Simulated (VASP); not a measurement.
# CoSi2 (Fm-3m) in VASP: notebook

Runs on CoSi2. Level: PBE. Tasks: single point.

Program: VASP 6.6.1. These are calculated values, not measurements. Logs are shortened: lines on timing, memory, paths and dates and some standing lists are left out, and cuts for length are marked.

### Step 1. The cell of the first run

It takes space group Fm-3m (No. 225, cubic). The conventional cell has a = 5.133 Å, b = 5.133 Å, c = 5.133 Å, α = 90.00°, β = 90.00°, γ = 90.00°. Co (site symmetry m-3m) has 8 Si at 2.22 Å within 2.9 Å. Si (site symmetry -43m) has 4 Co at 2.22 Å and 6 Si at 2.57 Å within 2.9 Å.

### Step 2. Single point, PBE, collinear spin, ferromagnetic start

Input file INCAR:

```
SYSTEM = CoSi2
  PREC = Accurate
  ENCUT = 520
  EDIFF = 1E-6
  ISMEAR = -1
  SIGMA = 0.1
  LREAL = .False.
  LASPH = .True.
  NELM = 150
  ALGO = Normal
  ISIF = 2
  LWAVE = .False.
  LCHARG = .False.
  ISPIN = 2
  MAGMOM = 1.8 0 0
  LORBIT = 11
  LMAXMIX = 4
  GGA = PE
  NBANDS = 20
```

Input file KPOINTS:

```
Automatic mesh
0
Gamma
  9 9 9
  0 0 0
```

Input file POSCAR:

```
CoSi2
1.0
    0.0000000000      2.5662844754      2.5662844754
    2.5662844754      0.0000000000      2.5662844754
    2.5662844754      2.5662844754      0.0000000000
Co Si
1 2
Direct
    0.0000000000      0.0000000000      0.0000000000
    0.2500000000      0.2500000000      0.2500000000
    0.7500000000      0.7500000000      0.7500000000
```

Potentials or basis: VASP PAW PBE potentials, release 64 (Co, Si).

Run with:

```bash
cat potpaw_PBE.64/Co/POTCAR potpaw_PBE.64/Si/POTCAR > POTCAR
mpirun -np 1 vasp_std > vasp.out
```

OUTCAR:

```text
SYSTEM = CoSi2
   PREC = Accurate
   ENCUT = 520
   EDIFF = 1E-6
   ISMEAR = -1
   LREAL = .False.
   LASPH = .True.
   NELM = 150
   ISIF = 2
   ISPIN = 2
   LORBIT = 11
   GGA = PE

 ion  position               nearest neighbor table
   1  0.000  0.000  0.000-   3 2.22   3 2.22   3 2.22   2 2.22   3 2.22   2 2.22   2 2.22   2 2.22

   2  0.250  0.250  0.250-   1 2.22   1 2.22   1 2.22   1 2.22   3 2.57   3 2.57   3 2.57   3 2.57
                             3 2.57   3 2.57
   3  0.750  0.750  0.750-   1 2.22   1 2.22   1 2.22   1 2.22   2 2.57   2 2.57   2 2.57   2 2.57
                             2 2.57   2 2.57

  LATTYP: Found a face centered cubic cell.
 ALAT       =     5.1325689508

  Lattice vectors:

 A1 = (   0.0000000000,   2.5662844754,   2.5662844754)
 A2 = (   2.5662844754,   0.0000000000,   2.5662844754)
 A3 = (   2.5662844754,   2.5662844754,   0.0000000000)

Analysis of symmetry for initial positions (statically):
=====================================================================
 Subroutine PRICEL returns:
 Original cell was already a primitive cell.

 Routine SETGRP: Setting up the symmetry group for a
 face centered cubic supercell.

 Subroutine GETGRP returns: Found 48 space group operations
 (whereof 48 operations were pure point group operations)
 out of a pool of 48 trial point group operations.

The static configuration has the point symmetry O_h .

Analysis of symmetry for dynamics (positions and initial velocities):
=====================================================================
 Subroutine PRICEL returns:
 Original cell was already a primitive cell.

 Routine SETGRP: Setting up the symmetry group for a
 face centered cubic supercell.

 Subroutine GETGRP returns: Found 48 space group operations
 (whereof 48 operations were pure point group operations)
 out of a pool of 48 trial point group operations.

The dynamic configuration has the point symmetry O_h .

Analysis of structural, dynamic, and magnetic symmetry:
=====================================================================
 Subroutine PRICEL returns:
 Original cell was already a primitive cell.

 Routine SETGRP: Setting up the symmetry group for a
 face centered cubic supercell.

 Subroutine GETGRP returns: Found 48 space group operations
 (whereof 48 operations were pure point group operations)
 out of a pool of 48 trial point group operations.

The overall configuration has the point symmetry O_h .

 Subroutine INISYM returns: Found 48 space group operations
 (whereof 48 operations are pure point group operations),
 and found     1 'primitive' translations

----------------------------------------------------------------------------------------

                                     Primitive cell

  volume of cell :      33.8022

  direct lattice vectors                    reciprocal lattice vectors
     0.000000000  2.566284475  2.566284475    -0.194834207  0.194834207  0.194834207
     2.566284475  0.000000000  2.566284475     0.194834207 -0.194834207  0.194834207
     2.566284475  2.566284475  0.000000000     0.194834207  0.194834207 -0.194834207

  length of vectors
     3.629274310  3.629274310  3.629274310     0.337462745  0.337462745  0.337462745

  position of ions in fractional coordinates (direct lattice)
     0.000000000  0.000000000  0.000000000
     0.250000000  0.250000000  0.250000000
     0.750000000  0.750000000  0.750000000

  ion indices of the primitive-cell ions
   primitive index   ion index
                 1           1
                 2           2
                 3           3

----------------------------------------------------------------------------------------

 KPOINTS: Automatic mesh

Automatic generation of k-mesh.
 Grid dimensions read from file:
 generate k-points for:    9    9    9

 Generating k-lattice:

  Cartesian coordinates                     Fractional coordinates (reciprocal lattice)
    -0.021648245  0.021648245  0.021648245     0.111111111  0.000000000  0.000000000
     0.021648245 -0.021648245  0.021648245     0.000000000  0.111111111  0.000000000
     0.021648245  0.021648245 -0.021648245     0.000000000  0.000000000  0.111111111

  Length of vectors
     0.037495861  0.037495861  0.037495861

  Shift w.r.t. Gamma in fractional coordinates (k-lattice)
     0.000000000  0.000000000  0.000000000

 Subroutine IBZKPT returns following result:
 ===========================================

 Found     35 irreducible k-points:

 Following reciprocal coordinates:
            Coordinates               Weight
  0.000000  0.000000  0.000000      1.000000
  0.111111  0.000000  0.000000      8.000000
  0.222222  0.000000  0.000000      8.000000
  0.333333  0.000000  0.000000      8.000000
  0.444444  0.000000  0.000000      8.000000
  0.111111  0.111111  0.000000      6.000000
[... 16 lines left out ...]
 -0.333333  0.333333  0.000000     12.000000
  0.444444  0.444444  0.000000      6.000000
 [... further k-points ...]
   k-points           NKPTS =     35   k-points in BZ     NKDIM =     35   number of bands    NBANDS=     20
   number of dos      NEDOS =    301   number of ions     NIONS =      3
   total plane-waves  NPLWV =  21952
   dimension x,y,z NGX =    28 NGY =   28 NGZ =   28
   dimension x,y,z NGXF=    56 NGYF=   56 NGZF=   56
   ions per type =               1   2
   NGX,Y,Z   is equivalent  to a cutoff of  12.83, 12.83, 12.83 a.u.
   NGXF,Y,Z  is equivalent  to a cutoff of  25.65, 25.65, 25.65 a.u.
 SYSTEM =  CoSi2
   PREC   = accura    normal or accurate (medium, high low for compatibility)
   ISTART =      0    job   : 0-new  1-cont  2-samecut
   ICHARG =      2    charge: 1-file 2-atom 10-const
   ISPIN  =      2    spin polarized calculation?
   LNONCOLLINEAR =      F non collinear calculations
   LSORBIT =      F    spin-orbit coupling
   LASPH  =      T    aspherical Exc in radial PAW
   ENCUT  =  520.0 eV  38.22 Ry    6.18 a.u.   6.75  6.75  6.75*2*pi/ulx,y,z
   NELM   =    150;   NELMIN=  2; NELMDL= -5     # of ELM steps
   EDIFF  = 0.1E-05   stopping-criterion for ELM
   LREAL  =      F    real-space projection
   EDIFFG = 0.1E-04   stopping-criterion for IOM
   NSW    =      0    number of steps for IOM
   IBRION =     -1    ionic relax: 0-MD 1-quasi-New 2-CG
   NFREE  =      0    steps in history (QN), initial steepest desc. (CG)
   ISIF   =      2    stress and relaxation
   ISYM   =      2    0-nonsym 1-usesym 2-fastsym
   POTIM  = 0.5000    time-step for ionic-motion
   TEBEG  =    0.0;   TEEND  =   0.0 temperature during run
   PSTRESS=    0.0 pullay stress
   NELECT =      17.0000    total number of electrons
   NUPDOWN=      -1.0000    fix difference up-down
   EMIN   =  10.00;   EMAX   =-10.00  energy-range for DOS
   EFERMI =   0.00;   METHOD = LEGACY
   ISMEAR =    -1;   SIGMA  =   0.10  broadening in eV -4-tet -1-fermi 0-gaus
   EFERMI_NEDOS =   21; number of points for ismear=-14 and -15
   IALGO  =     38    algorithm
   IMIX   =      4    mixing-type and parameters
     AMIX     =   0.40;   BMIX     =  1.00
     AMIX_MAG =   1.60;   BMIX_MAG =  1.00
  volume/ion in A,a.u.               =      11.27        76.04
  Fermi-wavevector in a.u.,A,eV,Ry     =   1.301896  2.460227 23.060971  1.694934
  Thomas-Fermi vector in A             =   2.433000
   LORBIT       =     11    0 simple, 1 ext, 2 COOP (PROOUT), +10 PAW based schemes
   GGA     = PE    functional components
   LHFCALC =     F    Hartree Fock is set to
   AEXX    =    0.0000 exact exchange contribution
   IVDW    =     0    specifies the selected vdW correction
   LEPSILON=     F    determine dielectric tensor
   LRPA    =     F    only Hartree local field effects (RPA)
 spin polarized calculation
  energy-cutoff  :      520.00
  volume of cell :       33.80
 maximum number of plane-waves:       941
   NGX = 13   NGY = 13   NGZ = 13

 number of electron      16.9999994 magnetization       0.0012228

 number of electron      16.9999994 magnetization      -0.0008399

 Free energy of the ion-electron system (eV)
  ---------------------------------------------------
  ext. energy  EPLUGINS =         0.00000000
  ---------------------------------------------------
  free energy    TOTEN  =       -18.90563015 eV

  energy without entropy =      -18.87274882  energy(sigma->0) =      -18.88918949

 E-fermi :  11.8964     XC(G=0): -12.3464

 val. band max:       11.8747687893   @ k =   0.2222   0.2222   0.0000
 cond. band min:      12.1313850677   @ k =   0.4444   0.2222   0.1111
 fundamental gap:      0.2566162784
 Fermi energy:        11.8963982747

 spin component 1

 k-point     1 :       0.0000    0.0000    0.0000
  band No.  band energies     occupation
      1      -2.2408      1.00000
      2       7.2263      1.00000
      3       7.2263      1.00000
      4       7.2263      1.00000
      5       9.5408      1.00000
      6       9.5408      1.00000
[... 12 lines left out ...]
     19      22.9934      0.00000
     20      29.5866      0.00000

 k-point     2 :       0.1111    0.0000    0.0000
  band No.  band energies     occupation
      1      -2.0343      1.00000
      2       6.8305      1.00000
      3       7.2994      1.00000
      4       7.2994      1.00000
      5       9.4797      1.00000
      6       9.4797      1.00000
[... 12 lines left out ...]
     19      23.9010      0.00000
     20      30.1656      0.00000
[... 465 lines left out ...]
      3       5.0233      1.00000
      4       7.8920      1.00000
      5       8.1716      1.00000
      6       9.0234      1.00000
[... 12 lines left out ...]
     19      29.0129      0.00000
     20      30.0351      0.00000

 k-point    24 :       0.4444    0.4444    0.0000
  band No.  band energies     occupation
      1       1.8428      1.00000
      2       4.5035      1.00000
      3       5.1121      1.00000
      4       7.8249      1.00000
      5       7.8249      1.00000
      6       9.6962      1.00000
[... 12 lines left out ...]
     19      28.0180      0.00000
     20      28.5397      0.00000

 [... further k-points ...]

 spin component 2

 k-point     1 :       0.0000    0.0000    0.0000
  band No.  band energies     occupation
      1      -2.2406      1.00000
      2       7.2262      1.00000
      3       7.2262      1.00000
      4       7.2262      1.00000
      5       9.5405      1.00000
      6       9.5405      1.00000
[... 12 lines left out ...]
     19      22.9946      0.00000
     20      29.5866      0.00000

 k-point     2 :       0.1111    0.0000    0.0000
  band No.  band energies     occupation
      1      -2.0342      1.00000
      2       6.8304      1.00000
      3       7.2992      1.00000
      4       7.2992      1.00000
      5       9.4793      1.00000
      6       9.4793      1.00000
[... 12 lines left out ...]
     19      23.9021      0.00000
     20      30.1656      0.00000
[... 465 lines left out ...]
      3       5.0235      1.00000
      4       7.8919      1.00000
      5       8.1716      1.00000
      6       9.0231      1.00000
[... 12 lines left out ...]
     19      29.0130      0.00000
     20      30.0351      0.00000

 k-point    24 :       0.4444    0.4444    0.0000
  band No.  band energies     occupation
      1       1.8429      1.00000
      2       4.5037      1.00000
      3       5.1120      1.00000
      4       7.8250      1.00000
      5       7.8250      1.00000
      6       9.6960      1.00000
[... 12 lines left out ...]
     19      28.0181      0.00000
     20      28.5400      0.00000

 [... further k-points ...]

------------------------ aborting loop because EDIFF is reached ----------------------------------------

  FORCE on cell =-STRESS in cart. coord.  units (eV):
  Direction    XX          YY          ZZ          XY          YZ          ZX
  --------------------------------------------------------------------------------------
  -------------------------------------------------------------------------------------
  Total        6.5787252      6.5787252      6.5787252      0.0000000      0.0000000      0.0000000
  in kB      311.8228535    311.8228535    311.8228535      0.0000000      0.0000000      0.0000000
  external PRESSURE =     311.8228535 kB  Pullay stress =       0.0000000 kB

 VOLUME and BASIS-vectors are now :
 -----------------------------------------------------------------------------
  energy-cutoff  :      520.00
  volume of cell :       33.80
      direct lattice vectors                 reciprocal lattice vectors
     0.000000000  2.566284475  2.566284475    -0.194834207  0.194834207  0.194834207
     2.566284475  0.000000000  2.566284475     0.194834207 -0.194834207  0.194834207
     2.566284475  2.566284475  0.000000000     0.194834207  0.194834207 -0.194834207

 POSITION                                       TOTAL-FORCE (eV/Angst)
 -----------------------------------------------------------------------------------
      0.00000      0.00000      0.00000        -0.000000     -0.000000     -0.000000
      1.28314      1.28314      1.28314        -0.000000     -0.000000     -0.000000
      3.84943      3.84943      3.84943         0.000000      0.000000      0.000000
 -----------------------------------------------------------------------------------
    total drift:                               -0.000000     -0.000000      0.000000

  FREE ENERGIE OF THE ION-ELECTRON SYSTEM (eV)
  ---------------------------------------------------
  free  energy   TOTEN  =       -18.9056301523 eV

  energy  without entropy=      -18.8727488211  energy(sigma->0) =      -18.88918949

 total charge

# of ion       s       p       d       tot
------------------------------------------
    1        0.613   0.885   7.744   9.242
    2        0.719   0.964   0.000   1.684
    3        0.719   0.964   0.000   1.684
--------------------------------------------------
tot          2.052   2.814   7.744  12.609

 magnetization (x)

# of ion       s       p       d       tot
------------------------------------------
    1       -0.000  -0.000  -0.000  -0.000
    2       -0.000  -0.000   0.000  -0.000
    3       -0.000  -0.000   0.000  -0.000
--------------------------------------------------
tot         -0.000  -0.000  -0.000  -0.000
```

Run time: 29 s. Hardware: 1 thread of AMD EPYC 9R45 (Zen 5), shared host; peak memory 0.16 GiB.

Results:

| Quantity | Value |
| --- | --- |
| Free energy | -18.9056 eV |
| Pressure | 31.2 GPa |
| Net moment | 0.00 μB per cell |
| Valence electrons inside the program's atomic spheres | Co 9.24; Si 1.68 |

Levels at points of the mesh, in eV from the Fermi level:
Spin up:
```
           k point  band 6  band 7  band 8  band 9  band 10  band 11  band 12  band 13
(0.00, 0.00, 0.00)   -2.36    2.13    3.48    3.48     3.48     3.97     3.97     3.97
```
Spin down:
| k point | band 7 | band 8 | band 9 | band 10 | band 11 | band 12 |
| --- | --- | --- | --- | --- | --- | --- |
| (0.00, 0.00, 0.00) | 2.13 | 3.48 | 3.48 | 3.48 | 3.97 | 3.97 |

Caveat: the starting moments collapsed, and a magnetic state may lie lower.

### Step 3. Single point, PBE, collinear spin, ferromagnetic start

This run uses another cell than the first one, of 11.78 Å³/atom, 1.045 times its volume.

Input file INCAR:

```
PREC = Accurate
ENCUT = 520
EDIFF = 1E-6
ISMEAR = -1
SIGMA = 0.1
LREAL = F
LASPH = T
NELM = 150
ALGO = Normal
ISIF = 2
LWAVE = F
LCHARG = T
ISPIN = 2
MAGMOM = 1.8 0 0
LORBIT = 11
LMAXMIX = 4
GGA = PE
LELF = T
LVHAR = T
NBANDS = 20
```

Input file KPOINTS:

```
Automatic mesh
0
Gamma
  9 9 9
```

Input file POSCAR:

```
CoSi2
1.0
    0.0000000000      2.6045928766      2.6045928766
    2.6045928766      0.0000000000      2.6045928766
    2.6045928766      2.6045928766      0.0000000000
Co Si
1 2
Direct
    0.0000000000      0.0000000000      0.0000000000
    0.2500000000      0.2500000000      0.2500000000
    0.7500000000      0.7500000000      0.7500000000
```

Potentials or basis: VASP PAW PBE potentials, release 64 (Co, Si).

Run with:

```bash
cat potpaw_PBE.64/Co/POTCAR potpaw_PBE.64/Si/POTCAR > POTCAR
mpirun -np 1 vasp_std > vasp.out
```

Wall time 40 s (1 thread of AMD EPYC 9R45 (Zen 5), shared host); peak memory 0.16 GiB.

It converged, with:

```
Free energy                                           : -19.1411 eV
Pressure                                              : 18.5 GPa
Net moment                                            : 0.00 μB per cell
Valence electrons inside the program's atomic spheres : Co 9.10; Si 1.65
```

Levels at points of the mesh, in eV from the Fermi level:
Spin up:
```tsv
k point	band 5	band 6	band 7	band 8	band 9	band 10	band 11	band 12	band 13	band 14
(0.00, 0.00, 0.00)	-2.19	-2.19	1.63	3.48	3.48	3.48	3.77	3.77	3.77	6.06
```
Spin down:
```tsv
k point	band 7	band 8	band 9	band 10	band 11	band 12
(0.00, 0.00, 0.00)	1.63	3.48	3.48	3.48	3.77	3.77
```

Caveat: the starting moments collapsed, and a magnetic state may lie lower.

### Step 4. Single point, PBE, collinear spin, ferromagnetic start

This run uses another cell than the first one, of 12.29 Å³/atom, 1.091 times its volume.

Input file INCAR:

```
  ALGO = Normal
  EDIFF = 1E-7
  ENCUT = 520
  GGA = PE
  ISIF = 2
  ISMEAR = -1
  ISPIN = 2
  LASPH = True
  LCHARG = False
  LMAXMIX = 4
  LORBIT = 11
  LREAL = False
  LWAVE = False
  MAGMOM = 1.8 0 0
  NBANDS = 20
  NELM = 150
  PREC = Accurate
  SIGMA = 0.1
```

Input file KPOINTS:

```
k-points
0
Gamma
  9 9 9
```

Input file POSCAR:

```
CoSi2
1.0
    0.0000000000      2.6418063740      2.6418063740
    2.6418063740      0.0000000000      2.6418063740
    2.6418063740      2.6418063740      0.0000000000
Co Si
1 2
Direct
    0.0000000000      0.0000000000      0.0000000000
    0.2500000000      0.2500000000      0.2500000000
    0.7500000000      0.7500000000      0.7500000000
```

Run with:

```bash
cat potpaw_PBE.64/Co/POTCAR potpaw_PBE.64/Si/POTCAR > POTCAR
mpirun -np 1 vasp_std > vasp.out
```

Wall time 42 s (1 thread of AMD EPYC 9R45 (Zen 5), shared host); peak memory 0.16 GiB.

The run converged. Its results:

| Quantity | Value |
| --- | --- |
| Free energy | -19.2685 eV |
| Pressure | 8.4 GPa |
| Net moment | 0.00 μB per cell |
| Valence electrons inside the program's atomic spheres | Co 8.97; Si 1.62 |

Levels at points of the mesh, in eV from the Fermi level:
Spin up:
```
           k point  band 6  band 7  band 8  band 9  band 10  band 11  band 12  band 13
(0.00, 0.00, 0.00)   -2.04    1.18    3.47    3.47     3.47     3.58     3.58     3.58
```
Spin down:
```csv
k point,band 7,band 8,band 9,band 10,band 11,band 12
"(0.00, 0.00, 0.00)",1.18,3.47,3.47,3.47,3.58,3.58
```

Caveat: the starting moments collapsed, and a magnetic state may lie lower.

### Step 5. Single point, PBE, collinear spin, ferromagnetic start

This run uses another cell than the first one, of 12.80 Å³/atom, 1.136 times its volume.

Input file INCAR:

```
PREC = Accurate
ENCUT = 520
EDIFF = 1E-6
ISMEAR = -1
SIGMA = 0.1
LREAL = False
LASPH = True
NELM = 150
ALGO = Normal
ISIF = 2
LWAVE = False
LCHARG = True
ISPIN = 2
MAGMOM = 1.8 0 0
LORBIT = 11
LMAXMIX = 4
GGA = PE
LELF = True
LVHAR = True
NBANDS = 20
```

Input file KPOINTS:

```
Automatic mesh
0
Gamma
  9 9 9
```

Input file POSCAR:

```
CoSi2
1.0
    0.0000000000      2.6780000000      2.6780000000
    2.6780000000      0.0000000000      2.6780000000
    2.6780000000      2.6780000000      0.0000000000
Co Si
1 2
Direct
    0.0000000000      0.0000000000      0.0000000000
    0.2500000000      0.2500000000      0.2500000000
    0.7500000000      0.7500000000      0.7500000000
```

Run with:

```bash
cat potpaw_PBE.64/Co/POTCAR potpaw_PBE.64/Si/POTCAR > POTCAR
mpirun -np 1 vasp_std > vasp.out
```

It took 35 s on 1 thread of AMD EPYC 9R45 (Zen 5), shared host; peak memory 0.16 GiB.

The run converged. Its results:

* Free energy: -19.3093 eV
* Pressure: 0.4 GPa
* Net moment: 0.00 μB per cell
* Valence electrons inside the program's atomic spheres: Co 8.86; Si 1.59

Levels at points of the mesh, in eV from the Fermi level:
Spin up:
```tsv
k point	band 5	band 6	band 7	band 8	band 9	band 10	band 11	band 12	band 13	band 14
(0.00, 0.00, 0.00)	-1.90	-1.90	0.76	3.41	3.41	3.41	3.45	3.45	3.45	5.67
```
Spin down:
```csv
k point,band 6,band 7,band 8,band 9,band 10,band 11,band 12,band 13
"(0.00, 0.00, 0.00)",-1.90,0.76,3.41,3.41,3.41,3.45,3.45,3.45
```

Caveat: the starting moments collapsed, and a magnetic state may lie lower.
